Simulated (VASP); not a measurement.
# Si8N (a cell with a defect) in VASP: a series of runs

Si8N (a cell with a defect) is run at these levels: LDA; tasks: single point.

Everything below comes from runs of VASP 6.6.1. Logs are shortened: lines on timing, memory, paths and dates and some standing lists are left out, and cuts for length are marked.

## 1. The cell of the first run

The cell holds a defect, 9 atoms: a = 5.691 Å, b = 5.691 Å, c = 5.691 Å, α = 109.87°, β = 109.87°, γ = 109.87°.

## 2. Single point, LDA

The input, INCAR:

```
PREC = Accurate
ENCUT = 520
EDIFF = 1E-6
ISMEAR = 0
SIGMA = 0.15
LREAL = F
LASPH = T
NELM = 120
ALGO = Normal
ISIF = 2
LWAVE = F
LCHARG = F
GGA = CA
NBANDS = 28
GGA_COMPAT = F
```

The input, KPOINTS:

```
regular mesh
0
Gamma
  6 6 6
```

The input, POSCAR:

```
Si8N
1.0
    4.6579848274      2.6892887940      1.8598059153
   -4.6579848274      2.6892887940      1.8598059153
    0.0000000000     -5.3785775880      1.8598059153
Si N
8 1
Direct
    0.0230623328      0.7214165780      0.5253456073
    0.9769376672      0.2785834220      0.4746543927
    0.7155045384      0.7155045384      0.7155045384
    0.2785834220      0.4746543927      0.9769376672
    0.4746543927      0.9769376672      0.2785834220
    0.7214165780      0.5253456073      0.0230623328
    0.2844954616      0.2844954616      0.2844954616
    0.5253456073      0.0230623328      0.7214165780
    0.7214165780     -0.2746543927     -0.7769376672
```

Potentials or basis: VASP PAW LDA potentials, release 64 (Si, N).

Launch:

```console
cat potpaw_LDA.64/Si/POTCAR potpaw_LDA.64/N/POTCAR > POTCAR
mpirun -np 1 vasp_std > vasp.out
```

OUTCAR:

```text
PREC = Accurate
   ENCUT = 520
   EDIFF = 1E-6
   ISMEAR = 0
   LREAL = F
   LASPH = T
   NELM = 120
   ISIF = 2
   GGA = CA

 ion  position               nearest neighbor table
   1  0.023  0.721  0.525-   9 1.99   3 2.35   2 2.35   8 2.36   6 2.36
   2  0.977  0.279  0.475-   7 2.35   1 2.35   5 2.36   4 2.36
   3  0.716  0.716  0.716-   8 2.35   1 2.35   6 2.35   7 2.40
   4  0.279  0.475  0.977-   9 2.04   7 2.35   6 2.35   5 2.36   2 2.36
   5  0.475  0.977  0.279-   9 2.34   7 2.35   8 2.35   4 2.36   2 2.36
   6  0.721  0.525  0.023-   9 1.31   3 2.35   4 2.35   8 2.36   1 2.36
   7  0.284  0.284  0.284-   5 2.35   2 2.35   4 2.35   3 2.40
   8  0.525  0.023  0.721-   3 2.35   5 2.35   6 2.36   1 2.36
   9  0.721  0.725  0.223-   6 1.31   1 1.99   4 2.04   5 2.34

  LATTYP: Found a trigonal (rhomboedric) cell.
 ALAT       =     5.6910433940
 COS(alpha) =    -0.3398073026

  Lattice vectors:

 A1 = (   4.6579848274,   2.6892887940,   1.8598059153)
 A2 = (  -4.6579848274,   2.6892887940,   1.8598059153)
 A3 = (   0.0000000000,  -5.3785775880,   1.8598059153)

Analysis of symmetry for initial positions (statically):
=====================================================================
 Subroutine PRICEL returns:
 Original cell was already a primitive cell.

 Routine SETGRP: Setting up the symmetry group for a
 trigonal (rhombohedral) supercell.

 Subroutine GETGRP returns: Found  1 space group operations
 (whereof  1 operations were pure point group operations)
 out of a pool of 12 trial point group operations.

The static configuration has the point symmetry C_1 .

Analysis of symmetry for dynamics (positions and initial velocities):
=====================================================================
 Subroutine PRICEL returns:
 Original cell was already a primitive cell.

 Routine SETGRP: Setting up the symmetry group for a
 trigonal (rhombohedral) supercell.

 Subroutine GETGRP returns: Found  1 space group operations
 (whereof  1 operations were pure point group operations)
 out of a pool of 12 trial point group operations.

The dynamic configuration has the point symmetry C_1 .

 Subroutine INISYM returns: Found  1 space group operations
 (whereof  1 operations are pure point group operations),
 and found     1 'primitive' translations

[... 114 lines left out ...]
   ISIF   =      2    stress and relaxation
   ISYM   =      2    0-nonsym 1-usesym 2-fastsym
   POTIM  = 0.5000    time-step for ionic-motion
   TEBEG  =    0.0;   TEEND  =   0.0 temperature during run
   PSTRESS=    0.0 pullay stress
   NELECT =      37.0000    total number of electrons
   NUPDOWN=      -1.0000    fix difference up-down
   EMIN   =  10.00;   EMAX   =-10.00  energy-range for DOS
   EFERMI =   0.00;   METHOD = LEGACY
   ISMEAR =     0;   SIGMA  =   0.15  broadening in eV -4-tet -1-fermi 0-gaus
   EFERMI_NEDOS =   21; number of points for ismear=-14 and -15
   IALGO  =     38    algorithm
   IMIX   =      4    mixing-type and parameters
     AMIX     =   0.40;   BMIX     =  1.00
     AMIX_MAG =   1.60;   BMIX_MAG =  1.00
  volume/ion in A,a.u.               =      15.53       104.81
  Fermi-wavevector in a.u.,A,eV,Ry     =   1.051132  1.986352 15.032786  1.104879
  Thomas-Fermi vector in A             =   2.186163
   LORBIT       =      0    0 simple, 1 ext, 2 COOP (PROOUT), +10 PAW based schemes
   GGA     = CA    functional components
   LHFCALC =     F    Hartree Fock is set to
   AEXX    =    0.0000 exact exchange contribution
   IVDW    =     0    specifies the selected vdW correction
   LEPSILON=     F    determine dielectric tensor
   LRPA    =     F    only Hartree local field effects (RPA)
 non-spin polarized calculation
 Gauss-broadening in eV      SIGMA  =   0.15
  energy-cutoff  :      520.00
  volume of cell :      139.78
 maximum number of plane-waves:      3786
   NGX = 21   NGY = 21   NGZ = 21

 number of electron      36.9999999 magnetization

 Free energy of the ion-electron system (eV)
  ---------------------------------------------------
  ext. energy  EPLUGINS =         0.00000000
  ---------------------------------------------------
  free energy    TOTEN  =       -48.87671027 eV

  energy without entropy =      -48.84204408  energy(sigma->0) =      -48.85937718

 E-fermi :   7.9135     XC(G=0): -10.5579

 val. band max:        7.9092182294   @ k =   0.1667   0.0000   0.3333
 cond. band min:       7.9162755735   @ k =   0.5000   0.3333   0.0000
 fundamental gap:      0.0070573440
 Fermi energy:         7.9135420270

 k-point     1 :       0.0000    0.0000    0.0000
  band No.  band energies     occupation
      1     -10.4008      2.00000
      2      -4.1833      2.00000
      3      -2.1979      2.00000
      4      -0.7838      2.00000
      5      -0.1951      2.00000
      6       0.0416      2.00000
[... 733 lines left out ...]
     27      12.1762      0.00000
     28      12.3016      0.00000

 [... further k-points ...]

------------------------ aborting loop because EDIFF is reached ----------------------------------------

  FORCE on cell =-STRESS in cart. coord.  units (eV):
  Direction    XX          YY          ZZ          XY          YZ          ZX
  --------------------------------------------------------------------------------------
  -------------------------------------------------------------------------------------
  Total       21.6205246     13.1362372     14.7885658     12.4990112    -10.3505690    -18.1451343
  in kB      247.8120513    150.5660912    169.5048991    143.2622783   -118.6370719   -207.9775144
  external PRESSURE =     189.2943472 kB  Pullay stress =       0.0000000 kB

 VOLUME and BASIS-vectors are now :
 -----------------------------------------------------------------------------
  energy-cutoff  :      520.00
  volume of cell :      139.78
      direct lattice vectors                 reciprocal lattice vectors
     4.657984827  2.689288794  1.859805915     0.107342557  0.061974254  0.179230172
    -4.657984827  2.689288794  1.859805915    -0.107342557  0.061974254  0.179230172
     0.000000000 -5.378577588  1.859805915     0.000000000 -0.123948508  0.179230172

 POSITION                                       TOTAL-FORCE (eV/Angst)
 -----------------------------------------------------------------------------------
     -3.25292     -0.82349      2.36163        -0.867053     -0.739096      0.747902
      3.25292      0.82349      3.21779        -0.203719      0.477272     -0.542080
      0.00000      0.00000      3.99210         0.415480      0.114490     -0.127891
     -0.91330     -3.22886      3.21779        -1.292023     -0.939917     -0.186393
     -2.33963      2.40537      3.21779        -0.331683      0.385437      0.046528
      0.91330      3.22886      2.36163        22.064567     14.930415    -17.446161
      0.00000      0.00000      1.58732        -0.045593     -0.181087     -0.207834
      2.33963     -2.40537      2.36163        -0.140527     -0.338156      0.079309
     -0.01830      2.69100      3.10555       -19.599447    -13.709358     17.636620
 -----------------------------------------------------------------------------------
    total drift:                                0.000254     -0.000185     -0.000556

  FREE ENERGIE OF THE ION-ELECTRON SYSTEM (eV)
  ---------------------------------------------------
  free  energy   TOTEN  =       -48.8767102705 eV

  energy  without entropy=      -48.8420440848  energy(sigma->0) =      -48.85937718
```

OSZICAR:

```text
N       E                     dE             d eps       ncg     rms          rms(c)
DAV:   1     0.105210454684E+03    0.10521E+03   -0.15152E+04  6272   0.112E+03
DAV:   2    -0.436630114135E+02   -0.14887E+03   -0.14254E+03  7756   0.184E+02
DAV:   3    -0.545083115659E+02   -0.10845E+02   -0.10708E+02  8196   0.493E+01
DAV:   4    -0.546606273218E+02   -0.15232E+00   -0.15199E+00  7988   0.692E+00
DAV:   5    -0.546626266788E+02   -0.19994E-02   -0.19989E-02  7892   0.799E-01    0.187E+01
DAV:   6    -0.487395760687E+02    0.59231E+01   -0.17393E+01  7360   0.330E+01    0.108E+01
DAV:   7    -0.490202923658E+02   -0.28072E+00   -0.73070E+00  6744   0.133E+01    0.506E+00
DAV:   8    -0.489295927788E+02    0.90700E-01   -0.11702E+00  7108   0.622E+00    0.216E+00
DAV:   9    -0.488724925243E+02    0.57100E-01   -0.25825E-01  8868   0.353E+00    0.605E-01
DAV:  10    -0.488771085767E+02   -0.46161E-02   -0.63328E-02  7072   0.119E+00    0.287E-01
DAV:  11    -0.488767984625E+02    0.31011E-03   -0.81740E-03  7280   0.531E-01    0.122E-01
DAV:  12    -0.488767046526E+02    0.93810E-04   -0.63656E-04  7384   0.168E-01    0.597E-02
DAV:  13    -0.488767111154E+02   -0.64628E-05   -0.18340E-04  7532   0.682E-02    0.109E-02
DAV:  14    -0.488767102705E+02    0.84496E-06   -0.55512E-06  8196   0.128E-02
   1 F= -.48876710E+02 E0= -.48859377E+02  d E =-.346662E-01
```

Run time: 11 min. Hardware: 1 thread of Oxide Virtual Turin-like, shared host; peak memory 0.39 GiB.

Results:

- Free energy: -48.8767 eV
- Pressure: 18.9 GPa
- Largest force: 31.845 eV/Å
- Band gap on the k mesh: zero (an odd number of electrons rules out a gap without spin polarisation)

Forces on the atoms (eV/Å):
```
Si   -0.867  -0.739   0.748
Si   -0.204   0.477  -0.542
Si    0.415   0.114  -0.128
Si   -1.292  -0.940  -0.186
Si   -0.332   0.385   0.047
Si   22.065  14.930 -17.446
Si   -0.046  -0.181  -0.208
Si   -0.141  -0.338   0.079
N   -19.599 -13.709  17.637
```

Levels at points of the mesh, in eV from the Fermi level:
| k point | band 15 | band 16 | band 17 | band 18 | band 19 | band 20 | band 21 | band 22 | band 23 | band 24 |
| --- | --- | --- | --- | --- | --- | --- | --- | --- | --- | --- |
| (0.00, 0.00, 0.00) | -2.68 | -2.41 | -1.13 | 0.10 | 0.36 | 1.22 | 1.76 | 1.85 | 3.90 | 4.21 |
| (0.50, 0.00, 0.00) | -2.17 | -1.85 | -1.51 | -0.75 | -0.23 | 0.72 | 1.49 | 1.73 | 2.01 | 2.15 |
| (0.00, 0.50, 0.00) | -1.98 | -1.87 | -1.33 | -0.57 | -0.36 | 0.72 | 1.18 | 1.30 | 2.01 | 2.47 |
| (0.00, 0.00, 0.50) | -2.19 | -1.79 | -1.40 | -0.83 | -0.03 | 0.32 | 0.88 | 1.55 | 2.08 | 3.28 |
| (0.50, 0.50, 0.00) | -2.46 | -2.04 | -1.31 | -0.64 | -0.22 | 0.32 | 0.97 | 1.84 | 2.02 | 2.72 |
| (0.50, 0.00, 0.50) | -2.47 | -2.33 | -1.74 | -0.74 | -0.32 | 0.81 | 1.19 | 1.43 | 1.80 | 2.41 |
| (0.00, 0.50, 0.50) | -2.29 | -2.14 | -1.65 | -1.50 | -0.08 | 0.62 | 1.50 | 1.69 | 2.02 | 2.67 |
| (0.50, 0.50, 0.50) | -1.86 | -1.65 | -1.18 | -0.52 | 1.01 | 1.25 | 2.04 | 2.53 | 2.64 | 2.80 |

Caveat: an odd number of electrons without spin polarisation forces a metal; a magnetic or distorted state may lie lower.

## 3. Single point, LDA

The input, INCAR:

```
SYSTEM = Si8N
ALGO = Normal
EDIFF = 1E-6
ENCUT = 520
GGA_COMPAT = .False.
ISIF = 2
ISMEAR = 0
LASPH = .True.
LCHARG = .True.
LELF = .True.
LREAL = .False.
LVHAR = .True.
LWAVE = .False.
NBANDS = 28
NELM = 120
PREC = Accurate
SIGMA = 0.15
```

The input, KPOINTS:

```
k-points
0
Gamma
  6 6 6
  0 0 0
```

Edit POSCAR of step 2 so:

```diff
@@ -16,2 +16,2 @@
     0.5253456073      0.0230623328      0.7214165780
-    0.7214165780     -0.2746543927     -0.7769376672
+    0.1214165780      0.5253456073     -0.5769376672
```

Potentials or basis: VASP PAW LDA potentials, release 64 (Si, N).

Launch:

```console
cat potpaw_LDA.64/Si/POTCAR potpaw_LDA.64/N/POTCAR > POTCAR
mpirun -np 1 vasp_std > vasp.out
```

OUTCAR:

```text
SYSTEM = Si8N
   EDIFF = 1E-6
   ENCUT = 520
   ISIF = 2
   ISMEAR = 0
   LASPH = .True.
   LREAL = .False.
   NELM = 120
   PREC = Accurate

 ion  position               nearest neighbor table
   1  0.023  0.721  0.525-   9 1.45   3 2.35   2 2.35   8 2.36   6 2.36
   2  0.977  0.279  0.475-   9 1.55   7 2.35   1 2.35   5 2.36   4 2.36
   3  0.716  0.716  0.716-   8 2.35   1 2.35   6 2.35   7 2.40
   4  0.279  0.475  0.977-   7 2.35   6 2.35   5 2.36   2 2.36
   5  0.475  0.977  0.279-   7 2.35   8 2.35   4 2.36   2 2.36
   6  0.721  0.525  0.023-   3 2.35   4 2.35   8 2.36   1 2.36
   7  0.284  0.284  0.284-   9 2.00   5 2.35   2 2.35   4 2.35   3 2.40
   8  0.525  0.023  0.721-   3 2.35   5 2.35   6 2.36   1 2.36   9 2.42
   9  0.121  0.525  0.423-   1 1.45   2 1.55   7 2.00   8 2.42

  LATTYP: Found a trigonal (rhomboedric) cell.
 ALAT       =     5.6910433940
 COS(alpha) =    -0.3398073026

  Lattice vectors:

 A1 = (   4.6579848274,   2.6892887940,   1.8598059153)
 A2 = (  -4.6579848274,   2.6892887940,   1.8598059153)
 A3 = (   0.0000000000,  -5.3785775880,   1.8598059153)

Analysis of symmetry for initial positions (statically):
=====================================================================
 Subroutine PRICEL returns:
 Original cell was already a primitive cell.

 Routine SETGRP: Setting up the symmetry group for a
 trigonal (rhombohedral) supercell.

 Subroutine GETGRP returns: Found  1 space group operations
 (whereof  1 operations were pure point group operations)
 out of a pool of 12 trial point group operations.

The static configuration has the point symmetry C_1 .

Analysis of symmetry for dynamics (positions and initial velocities):
=====================================================================
 Subroutine PRICEL returns:
 Original cell was already a primitive cell.

 Routine SETGRP: Setting up the symmetry group for a
 trigonal (rhombohedral) supercell.

[... 143 lines left out ...]
   GGA     = CA    functional components
   LHFCALC =     F    Hartree Fock is set to
   AEXX    =    0.0000 exact exchange contribution
   IVDW    =     0    specifies the selected vdW correction
   LEPSILON=     F    determine dielectric tensor
   LRPA    =     F    only Hartree local field effects (RPA)
 non-spin polarized calculation
 Gauss-broadening in eV      SIGMA  =   0.15
  energy-cutoff  :      520.00
  volume of cell :      139.78
 maximum number of plane-waves:      3786
   NGX = 21   NGY = 21   NGZ = 21

 number of electron      36.9999999 magnetization

 Free energy of the ion-electron system (eV)
  ---------------------------------------------------
  ext. energy  EPLUGINS =         0.00000000
  ---------------------------------------------------
  free energy    TOTEN  =       -51.22963778 eV

  energy without entropy =      -51.19633598  energy(sigma->0) =      -51.21298688

 E-fermi :   7.6578     XC(G=0): -10.5462

 val. band max:        7.6571715085   @ k =   0.1667  -0.1667   0.1667
 cond. band min:       7.6679940936   @ k =  -0.1667   0.5000   0.3333
 fundamental gap:      0.0108225851
 Fermi energy:         7.6577539358

 k-point     1 :       0.0000    0.0000    0.0000
  band No.  band energies     occupation
      1     -11.0192      2.00000
      2      -4.1259      2.00000
      3      -2.8618      2.00000
      4      -1.2801      2.00000
      5      -0.2610      2.00000
      6      -0.0500      2.00000
[... 733 lines left out ...]
     27      12.3051      0.00000
     28      12.6336      0.00000

 [... further k-points ...]

------------------------ aborting loop because EDIFF is reached ----------------------------------------

  FORCE on cell =-STRESS in cart. coord.  units (eV):
  Direction    XX          YY          ZZ          XY          YZ          ZX
  --------------------------------------------------------------------------------------
  -------------------------------------------------------------------------------------
  Total       24.1752622     12.1719065      6.8089683     -2.0642840      4.0360112     -5.7539691
  in kB      277.0941699    139.5130403     78.0436382    -23.6605940     46.2603122    -65.9513549
  external PRESSURE =     164.8836161 kB  Pullay stress =       0.0000000 kB

 VOLUME and BASIS-vectors are now :
 -----------------------------------------------------------------------------
  energy-cutoff  :      520.00
  volume of cell :      139.78
      direct lattice vectors                 reciprocal lattice vectors
     4.657984827  2.689288794  1.859805915     0.107342557  0.061974254  0.179230172
    -4.657984827  2.689288794  1.859805915    -0.107342557  0.061974254  0.179230172
     0.000000000 -5.378577588  1.859805915     0.000000000 -0.123948508  0.179230172

 POSITION                                       TOTAL-FORCE (eV/Angst)
 -----------------------------------------------------------------------------------
     -3.25292     -0.82349      2.36163       -13.375821     -0.573065      4.309688
      3.25292      0.82349      3.21779         3.869322     -7.046301     -3.489848
      0.00000      0.00000      3.99210         0.514756     -0.391036      0.254057
     -0.91330     -3.22886      3.21779         0.044984     -0.005998     -0.178255
     -2.33963      2.40537      3.21779         0.215090      0.285971     -0.238075
      0.91330      3.22886      2.36163        -0.666225      0.714417     -0.241304
      0.00000      0.00000      1.58732        -0.450347      0.528023      0.161482
      2.33963     -2.40537      2.36163        -0.430225      0.240720      1.111345
     -1.88150     -0.53614      1.98967        10.278465      6.247269     -1.689089
 -----------------------------------------------------------------------------------
    total drift:                                0.000357      0.000254     -0.000106

  FREE ENERGIE OF THE ION-ELECTRON SYSTEM (eV)
  ---------------------------------------------------
  free  energy   TOTEN  =       -51.2296377794 eV

  energy  without entropy=      -51.1963359827  energy(sigma->0) =      -51.21298688
```

stdout:

```text
POSCAR found type information on POSCAR SiN
 POSCAR found :  2 types and       9 ions
 scaLAPACK will be used
 LDA part: xc-table for (Slater(with rela. corr.)+CA(PZ))
 , standard interpolation
 POSCAR, INCAR and KPOINTS ok, starting setup
 FFT: planning ... GRIDC
 FFT: planning ... GRID_SOFT
 FFT: planning ... GRID
 WAVECAR not read
 entering main loop
```

Wall time 17 min (1 thread of Oxide Virtual Turin-like, shared host); peak memory 0.39 GiB.

Results:

- Free energy: -51.2296 eV
- Pressure: 16.5 GPa
- Largest force: 14.065 eV/Å
- Band gap on the k mesh: zero (an odd number of electrons rules out a gap without spin polarisation)

Forces on the atoms (eV/Å):
```
Si  -13.376  -0.573   4.310
Si    3.869  -7.046  -3.490
Si    0.515  -0.391   0.254
Si    0.045  -0.006  -0.178
Si    0.215   0.286  -0.238
Si   -0.666   0.714  -0.241
Si   -0.450   0.528   0.161
Si   -0.430   0.241   1.111
N    10.278   6.247  -1.689
```

Stress tensor (GPa, compression positive):
```
27.71 -2.37 -6.60
-2.37 13.95  4.63
-6.60  4.63  7.80
```

Levels at points of the mesh, in eV from the Fermi level:
```
           k point  band 15  band 16  band 17  band 18  band 19  band 20  band 21  band 22  band 23  band 24
(0.00, 0.00, 0.00)    -2.73    -1.59    -1.43    -0.48     0.30     1.27     2.06     3.55     3.76     4.44
(0.50, 0.00, 0.00)    -1.54    -1.39    -0.98    -0.27     0.24     0.46     1.27     2.12     2.38     2.49
(0.00, 0.50, 0.00)    -2.18    -1.44    -1.23    -0.80     0.30     1.06     1.24     1.95     2.45     2.62
(0.00, 0.00, 0.50)    -1.93    -1.81    -1.12    -0.41    -0.06     0.49     0.99     2.18     2.65     2.98
(0.50, 0.50, 0.00)    -2.09    -1.72    -1.16    -0.77     0.06     0.77     1.38     1.94     2.28     2.68
(0.50, 0.00, 0.50)    -1.52    -1.47    -0.90    -0.63    -0.08     0.35     0.97     2.15     2.23     2.58
(0.00, 0.50, 0.50)    -2.34    -2.18    -1.48    -0.66     0.33     0.77     1.64     2.12     2.33     3.03
(0.50, 0.50, 0.50)    -1.87    -1.41    -0.80    -0.33     0.78     1.89     2.16     2.68     2.80     3.10
```

Caveat: an odd number of electrons without spin polarisation forces a metal; a magnetic or distorted state may lie lower.

[end of part 1 of 2]

The gap in the log of VASP goes by the Fermi energy; the results here count the filled bands.